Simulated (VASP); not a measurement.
# NiO (Fm-3m) in VASP: a series of runs

The runs below take NiO through single point, with r2SCAN.

All numbers are computed with VASP 6.6.1; they aren't measurements. Logs are shortened: lines on timing, memory, paths and dates and some standing lists are left out, and cuts for length are marked.

### Step 1. The cell of the first run

Symmetry: Fm-3m, No. 225, cubic system. Conventional cell: a = 4.170 Å, b = 4.170 Å, c = 4.170 Å, α = 90.00°, β = 90.00°, γ = 90.00°. Ni (site symmetry m-3m) has 6 O at 2.08 Å within 2.8 Å. Within 2.8 Å of O (site symmetry m-3m) lie 6 Ni at 2.08 Å.

### Step 2. Single point, r2SCAN

Contents of POSCAR:

```
NiO
1.0
    0.0000000000      2.0850000000      2.0850000000
    2.0850000000      0.0000000000      2.0850000000
    2.0850000000      2.0850000000      0.0000000000
Ni O
1 1
Direct
    0.0000000000      0.0000000000      0.0000000000
    0.5000000000      0.5000000000      0.5000000000
```

Contents of INCAR.step1:

```
SYSTEM = NiO
PREC = Accurate
ENCUT = 660
ISMEAR = -1
SIGMA = 0.1
LREAL = .FALSE.
LASPH = .TRUE.
NELM = 120
NBANDS = 15
GGA = PE
ALGO = Normal
EDIFF = 1E-5
LWAVE = .TRUE.
LCHARG = .FALSE.
GGA_COMPAT = .FALSE.
```

Contents of INCAR.step2:

```
SYSTEM = NiO
PREC = Accurate
ENCUT = 660
EDIFF = 1E-6
ISMEAR = -1
SIGMA = 0.1
LREAL = .FALSE.
LASPH = .TRUE.
NELM = 120
ALGO = Normal
ISIF = 2
LWAVE = .FALSE.
LCHARG = .FALSE.
METAGGA = R2SCAN
LMIXTAU = .TRUE.
NBANDS = 15
ISTART = 1
GGA_COMPAT = .FALSE.
```

Contents of KPOINTS:

```
regular mesh
0
G
  3 3 3
  0 0 0
```

Potentials or basis: VASP PAW PBE potentials, release 64 (Ni, O).

Launch:

```sh
cat potpaw_PBE.64/Ni/POTCAR potpaw_PBE.64/O/POTCAR > POTCAR
cp INCAR.step1 INCAR
mpirun -np 1 vasp_std > vasp.out
cp INCAR.step2 INCAR
mpirun -np 1 vasp_std > vasp.out
```

OUTCAR:

```text
SYSTEM = NiO
   PREC = Accurate
   ENCUT = 660
   EDIFF = 1E-6
   ISMEAR = -1
   LREAL = .FALSE.
   LASPH = .TRUE.
   NELM = 120
   ISIF = 2
   METAGGA = R2SCAN
   ISTART = 1

 ion  position               nearest neighbor table
   1  0.000  0.000  0.000-   2 2.08   2 2.08   2 2.08   2 2.08   2 2.08   2 2.08
   2  0.500  0.500  0.500-   1 2.08   1 2.08   1 2.08   1 2.08   1 2.08   1 2.08

  LATTYP: Found a face centered cubic cell.
 ALAT       =     4.1700000000

  Lattice vectors:

 A1 = (   0.0000000000,   2.0850000000,   2.0850000000)
 A2 = (   2.0850000000,   0.0000000000,   2.0850000000)
 A3 = (   2.0850000000,   2.0850000000,   0.0000000000)

Analysis of symmetry for initial positions (statically):
=====================================================================
 Subroutine PRICEL returns:
 Original cell was already a primitive cell.

 Routine SETGRP: Setting up the symmetry group for a
 face centered cubic supercell.

 Subroutine GETGRP returns: Found 48 space group operations
 (whereof 48 operations were pure point group operations)
 out of a pool of 48 trial point group operations.

The static configuration has the point symmetry O_h .

Analysis of symmetry for dynamics (positions and initial velocities):
=====================================================================
 Subroutine PRICEL returns:
 Original cell was already a primitive cell.

 Routine SETGRP: Setting up the symmetry group for a
 face centered cubic supercell.

 Subroutine GETGRP returns: Found 48 space group operations
 (whereof 48 operations were pure point group operations)
 out of a pool of 48 trial point group operations.

The dynamic configuration has the point symmetry O_h .

 Subroutine INISYM returns: Found 48 space group operations
 (whereof 48 operations are pure point group operations),
 and found     1 'primitive' translations

----------------------------------------------------------------------------------------

                                     Primitive cell

  volume of cell :      18.1279

  direct lattice vectors                    reciprocal lattice vectors
     0.000000000  2.085000000  2.085000000    -0.239808153  0.239808153  0.239808153
     2.085000000  0.000000000  2.085000000     0.239808153 -0.239808153  0.239808153
     2.085000000  2.085000000  0.000000000     0.239808153  0.239808153 -0.239808153

  length of vectors
     2.948635278  2.948635278  2.948635278     0.415359906  0.415359906  0.415359906

  position of ions in fractional coordinates (direct lattice)
     0.000000000  0.000000000  0.000000000
     0.500000000  0.500000000  0.500000000

  ion indices of the primitive-cell ions
   primitive index   ion index
                 1           1
                 2           2

----------------------------------------------------------------------------------------

 KPOINTS: regular mesh

Automatic generation of k-mesh.
 Grid dimensions read from file:
 generate k-points for:    3    3    3

 Generating k-lattice:

  Cartesian coordinates                     Fractional coordinates (reciprocal lattice)
    -0.079936051  0.079936051  0.079936051     0.333333333  0.000000000  0.000000000
     0.079936051 -0.079936051  0.079936051     0.000000000  0.333333333  0.000000000
     0.079936051  0.079936051 -0.079936051     0.000000000  0.000000000  0.333333333

  Length of vectors
     0.138453302  0.138453302  0.138453302

  Shift w.r.t. Gamma in fractional coordinates (k-lattice)
     0.000000000  0.000000000  0.000000000

 Subroutine IBZKPT returns following result:
 ===========================================

 Found      4 irreducible k-points:

 Following reciprocal coordinates:
            Coordinates               Weight
  0.000000  0.000000  0.000000      1.000000
  0.333333  0.000000  0.000000      8.000000
  0.333333  0.333333  0.000000      6.000000
 -0.333333  0.333333  0.000000     12.000000
   k-points           NKPTS =      4   k-points in BZ     NKDIM =      4   number of bands    NBANDS=     15
   number of dos      NEDOS =    301   number of ions     NIONS =      2
   total plane-waves  NPLWV =  21952
   dimension x,y,z NGX =    28 NGY =   28 NGZ =   28
   dimension x,y,z NGXF=    56 NGYF=   56 NGZF=   56
   ions per type =               1   1
   NGX,Y,Z   is equivalent  to a cutoff of  15.79, 15.79, 15.79 a.u.
   NGXF,Y,Z  is equivalent  to a cutoff of  31.57, 31.57, 31.57 a.u.
 SYSTEM =  NiO
   PREC   = accura    normal or accurate (medium, high low for compatibility)
   ISTART =      1    job   : 0-new  1-cont  2-samecut
   ICHARG =      0    charge: 1-file 2-atom 10-const
   ISPIN  =      1    spin polarized calculation?
   LNONCOLLINEAR =      F non collinear calculations
   LSORBIT =      F    spin-orbit coupling
   LASPH  =      T    aspherical Exc in radial PAW
   ENCUT  =  660.0 eV  48.51 Ry    6.96 a.u.   6.18  6.18  6.18*2*pi/ulx,y,z
   NELM   =    120;   NELMIN=  2; NELMDL=  0     # of ELM steps
   EDIFF  = 0.1E-05   stopping-criterion for ELM
   LREAL  =      F    real-space projection
   EDIFFG = 0.1E-04   stopping-criterion for IOM
   NSW    =      0    number of steps for IOM
   IBRION =     -1    ionic relax: 0-MD 1-quasi-New 2-CG
   NFREE  =      0    steps in history (QN), initial steepest desc. (CG)
   ISIF   =      2    stress and relaxation
   ISYM   =      2    0-nonsym 1-usesym 2-fastsym
   POTIM  = 0.5000    time-step for ionic-motion
   TEBEG  =    0.0;   TEEND  =   0.0 temperature during run
   PSTRESS=    0.0 pullay stress
   NELECT =      16.0000    total number of electrons
   NUPDOWN=      -1.0000    fix difference up-down
   EMIN   =  10.00;   EMAX   =-10.00  energy-range for DOS
   EFERMI =   0.00;   METHOD = LEGACY
   ISMEAR =    -1;   SIGMA  =   0.10  broadening in eV -4-tet -1-fermi 0-gaus
   EFERMI_NEDOS =   21; number of points for ismear=-14 and -15
   IALGO  =     38    algorithm
   IMIX   =      4    mixing-type and parameters
     AMIX     =   0.40;   BMIX     =  1.00
     AMIX_MAG =   1.60;   BMIX_MAG =  1.00
  volume/ion in A,a.u.               =       9.06        61.17
  Fermi-wavevector in a.u.,A,eV,Ry     =   1.570358  2.967547 33.552312  2.466025
  Thomas-Fermi vector in A             =   2.672104
   LORBIT       =      0    0 simple, 1 ext, 2 COOP (PROOUT), +10 PAW based schemes
   METAGGA = R2SCAN    functional components
   LHFCALC =     F    Hartree Fock is set to
   AEXX    =    0.0000 exact exchange contribution
   IVDW    =     0    specifies the selected vdW correction
   LEPSILON=     F    determine dielectric tensor
   LRPA    =     F    only Hartree local field effects (RPA)
 non-spin polarized calculation
  energy-cutoff  :      660.00
  volume of cell :       18.13
 maximum number of plane-waves:       725
 NGX is ok and might be reduce to    28
   NGX = 13   NGY = 13   NGZ = 13

 number of electron      15.9999996 magnetization

 Free energy of the ion-electron system (eV)
  ---------------------------------------------------
  ext. energy  EPLUGINS =         0.00000000
  ---------------------------------------------------
  free energy    TOTEN  =       -19.41067171 eV

  energy without entropy =      -19.37825580  energy(sigma->0) =      -19.39446375

 E-fermi :   8.2900     XC(G=0): -13.4450

 val. band max:        7.6886074215   @ k =   0.3333   0.3333   0.0000
 cond. band min:       8.5669339872   @ k =  -0.3333   0.3333   0.0000
 fundamental gap:      0.8783265656
 Fermi energy:         8.2899662824

 k-point     1 :       0.0000    0.0000    0.0000
  band No.  band energies     occupation
      1     -13.9364      2.00000
      2       4.3476      2.00000
      3       4.3476      2.00000
      4       4.3476      2.00000
      5       5.7141      2.00000
      6       5.7141      2.00000
      7       5.7142      2.00000
      8       6.4375      2.00000
      9       6.4377      2.00000
     10       9.8967      0.00000
     11      26.4576      0.00000
     12      27.5736      0.00000
     13      27.5736      0.00000
     14      27.5736      0.00000
     15      31.5404      0.00000

 k-point     2 :       0.3333    0.0000    0.0000
  band No.  band energies     occupation
      1     -13.0035      2.00000
      2       0.2846      2.00000
      3       2.4566      2.00000
      4       2.4566      2.00000
      5       6.3434      2.00000
      6       6.3434      2.00000
      7       6.5928      2.00000
      8       8.6817      0.03902
      9       8.6818      0.03899
     10      13.5184      0.00000
     11      19.4560      0.00000
     12      23.8945      0.00000
     13      23.8945      0.00000
     14      29.6571      0.00000
     15      32.3336      0.00000

 k-point     3 :       0.3333    0.3333    0.0000
  band No.  band energies     occupation
      1     -12.8766      2.00000
      2       0.5824      2.00000
      3       3.1636      2.00000
      4       3.1636      2.00000
      5       5.0133      2.00000
      6       6.7340      2.00000
      7       6.8232      2.00000
      8       6.8232      2.00000
      9       7.6886      1.99512
     10      14.8632      0.00000
     11      19.8597      0.00000
     12      21.3331      0.00000
     13      25.2756      0.00000
     14      25.2756      0.00000
     15      37.6231      0.00000

 k-point     4 :      -0.3333    0.3333    0.0000
  band No.  band energies     occupation
      1     -12.5158      2.00000
      2       0.6714      2.00000
      3       1.1965      2.00000
      4       2.2851      2.00000
      5       6.2190      2.00000
      6       6.5480      2.00000
      7       6.8457      2.00000
      8       7.5161      1.99913
      9       8.5669      0.11797
     10      17.4280      0.00000
     11      17.7872      0.00000
     12      19.1220      0.00000
     13      24.3345      0.00000
     14      28.8847      0.00000
     15      33.0497      0.00000

------------------------ aborting loop because EDIFF is reached ----------------------------------------

  FORCE on cell =-STRESS in cart. coord.  units (eV):
  Direction    XX          YY          ZZ          XY          YZ          ZX
  --------------------------------------------------------------------------------------
  -------------------------------------------------------------------------------------
  Total       -0.9737664     -0.9737664     -0.9737664      0.0000000     -0.0000000      0.0000000
  in kB      -86.0631418    -86.0631418    -86.0631418      0.0000000     -0.0000000      0.0000000
  external PRESSURE =     -86.0631418 kB  Pullay stress =       0.0000000 kB

 VOLUME and BASIS-vectors are now :
 -----------------------------------------------------------------------------
  energy-cutoff  :      660.00
  volume of cell :       18.13
      direct lattice vectors                 reciprocal lattice vectors
     0.000000000  2.085000000  2.085000000    -0.239808153  0.239808153  0.239808153
     2.085000000  0.000000000  2.085000000     0.239808153 -0.239808153  0.239808153
     2.085000000  2.085000000  0.000000000     0.239808153  0.239808153 -0.239808153

 POSITION                                       TOTAL-FORCE (eV/Angst)
 -----------------------------------------------------------------------------------
      0.00000      0.00000      0.00000         0.000000     -0.000000      0.000000
      2.08500      2.08500      2.08500         0.000000      0.000000     -0.000000
 -----------------------------------------------------------------------------------
    total drift:                                0.000000      0.000000      0.000000

  FREE ENERGIE OF THE ION-ELECTRON SYSTEM (eV)
  ---------------------------------------------------
  free  energy   TOTEN  =       -19.4106717115 eV

  energy  without entropy=      -19.3782557963  energy(sigma->0) =      -19.39446375
```

Wall time 36 s (1 thread of Intel Xeon 8259CL, shared host); peak memory 0.16 GiB.

What came out:

```yaml
Free_energy: -19.4107 eV
Pressure: -8.6 GPa
Band_gap_on_the_k_mesh: zero (band 8 reaches 8.68 eV, above the bottom of band 9 at 6.44 eV)
```

Levels at points of the mesh, in eV from the Fermi level:
```tsv
k point	band 4	band 5	band 6	band 7	band 8	band 9	band 10	band 11	band 12	band 13
(0.00, 0.00, 0.00)	-3.94	-2.58	-2.58	-2.58	-1.85	-1.85	1.61	18.17	19.28	19.28
```

Caveat: the k points lie up to 0.87 Å⁻¹ apart; the PAW data sets were made with another functional, which shifts forces and pressure a little; the run has no spin polarisation, though such a crystal can be magnetic; semilocal functionals often make such compounds metallic where correlation or magnetic order opens a gap, which also shifts bond lengths.

### Step 3. Single point, r2SCAN, collinear spin, ferromagnetic start

POSCAR is that of step 2.

Contents of INCAR.step1:

```
SYSTEM = NiO
PREC     = Accurate       ! precision mode
ENCUT    = 660            ! plane-wave cutoff, eV
ISMEAR   = -1             ! smearing method
SIGMA    = 0.1            ! smearing width, eV
LREAL    = .False.        ! projectors in reciprocal space
LASPH    = .True.         ! aspherical terms in the spheres
NELM     = 200            ! most SCF steps
ISPIN    = 2              ! spin polarisation
MAGMOM   = 2 0            ! initial moments
LMAXMIX  = 4              ! l up to which the mixer works
NBANDS   = 19             ! bands
GGA      = PE             ! functional
ALGO     = Normal         ! electronic algorithm
EDIFF    = 1E-5           ! SCF threshold, eV
LWAVE    = .True.         ! write WAVECAR
LCHARG   = .False.        ! write CHGCAR
GGA_COMPAT= .False.
```

Contents of INCAR.step2:

```
SYSTEM = NiO
PREC     = Accurate       ! precision mode
ENCUT    = 660            ! plane-wave cutoff, eV
EDIFF    = 1E-6           ! SCF threshold, eV
ISMEAR   = -1             ! smearing method
SIGMA    = 0.1            ! smearing width, eV
LREAL    = .False.        ! projectors in reciprocal space
LASPH    = .True.         ! aspherical terms in the spheres
NELM     = 200            ! most SCF steps
ALGO     = Normal         ! electronic algorithm
ISIF     = 2              ! what is computed and relaxed
LWAVE    = .False.        ! write WAVECAR
LCHARG   = .False.        ! write CHGCAR
ISPIN    = 2              ! spin polarisation
MAGMOM   = 2 0            ! initial moments
LORBIT   = 11             ! projections on sites
LMAXMIX  = 4              ! l up to which the mixer works
METAGGA  = R2SCAN         ! meta-GGA
LMIXTAU  = .True.       
NBANDS   = 19             ! bands
ISTART   = 1            
GGA_COMPAT= .False.
```

Contents of KPOINTS:

```
regular mesh
0
Gamma
  3 3 3
  0 0 0
```

Potentials or basis: VASP PAW PBE potentials, release 64 (Ni, O).

Launch:

```sh
cat potpaw_PBE.64/Ni/POTCAR potpaw_PBE.64/O/POTCAR > POTCAR
cp INCAR.step1 INCAR
mpirun -np 1 vasp_std > vasp.out
cp INCAR.step2 INCAR
mpirun -np 1 vasp_std > vasp.out
```

It took 59 s on 1 thread of Intel Xeon 8259CL, shared host; peak memory 0.18 GiB.

The run converged. Its results:

```
Free energy                                           : -20.0576 eV
Pressure                                              : 2.6 GPa
Band gap on the k mesh                                : 1.14 eV, indirect (least direct gap 2.04 eV)
Net moment                                            : 2.00 μB per cell
Site moments                                          : Ni +1.69; O +0.29 μB
Valence electrons inside the program's atomic spheres : Ni 8.93; O 5.06
```

Levels at points of the mesh, in eV from the valence-band top:
Spin up:
```
           k point  band 5  band 6  band 7  band 8  band 9  band 10  band 11  band 12  band 13  band 14
(0.00, 0.00, 0.00)   -2.67   -2.67   -2.33   -2.33   -2.33     2.69    19.29    20.17    20.17    20.17
```
Spin down:
```
           k point  band 4  band 5  band 6  band 7  band 8  band 9  band 10  band 11
(0.00, 0.00, 0.00)   -1.79   -1.62   -1.62   -1.62    1.14    1.15     3.25    19.38
```

Caveat: the k points lie up to 0.87 Å⁻¹ apart; the PAW data sets were made with another functional, which shifts forces and pressure a little; a cell with one magnetic atom can't hold antiferromagnetic order, which such compounds often take. r2SCAN opens gaps a little over a GGA but as a rule still falls short of measured ones.
